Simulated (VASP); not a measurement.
Ge: single point with PBE

Ge:

```xyz
1
Lattice="2.8950 -3.2664 0.0000 2.8950 3.2664 0.0000 0.0000 0.0000 1.7195" Properties=species:S:1:pos:R:3 pbc="T T T"
Ge    0.0000    0.0000    0.0000
```

- Program: VASP 6.6.1
- Task: single point
- Functional: PBE
- Potentials or basis: VASP PAW PBE potentials, release 64 (Ge_d)
- Cutoff: 520 eV
- k mesh: 4 × 4 × 10
- Occupations: gaussian, width 0.1 eV
- Spin: no spin polarisation
- Dipole correction: no
- Further INCAR settings: ALGO = Normal; EDIFF = 1e-07; NBANDS = 13

```json
{"Pressure": "69.2 GPa", "Band gap on the k mesh": "zero (band 7 reaches 7.50 eV, above the bottom of band 8 at -2.33 eV)"}
```

Stress tensor (GPa, compression positive):
```
  1.07   0.00   0.00
  0.00   1.36   0.00
  0.00   0.00 205.10
```

Levels at points of the mesh, in eV from the Fermi level:
```
           k point  band 5  band 6  band 7  band 8  band 9  band 10
(0.00, 0.00, 0.00)  -24.67  -13.21   -3.10   -2.98    2.71     4.66
(0.50, 0.00, 0.00)  -24.67  -13.06   -4.41   -2.92    4.31     6.45
(0.50, 0.50, 0.00)  -24.67  -12.92   -4.26   -4.03    3.21     9.22
(0.00, 0.00, 0.50)  -24.21   -3.94    2.96    9.52    9.65    11.97
(0.50, 0.00, 0.50)  -24.21   -3.89    3.29    8.15    9.72    10.09
(0.50, 0.50, 0.50)  -24.21   -3.83    3.59    8.31    8.54    10.35
```

It took 6.1 s on 1 thread of Intel(R) Xeon(R) 6975P-C (Granite Rapids) (shared host), peak memory 0.14 GiB.

Caveat: the k points lie up to 0.37 Å⁻¹ apart.
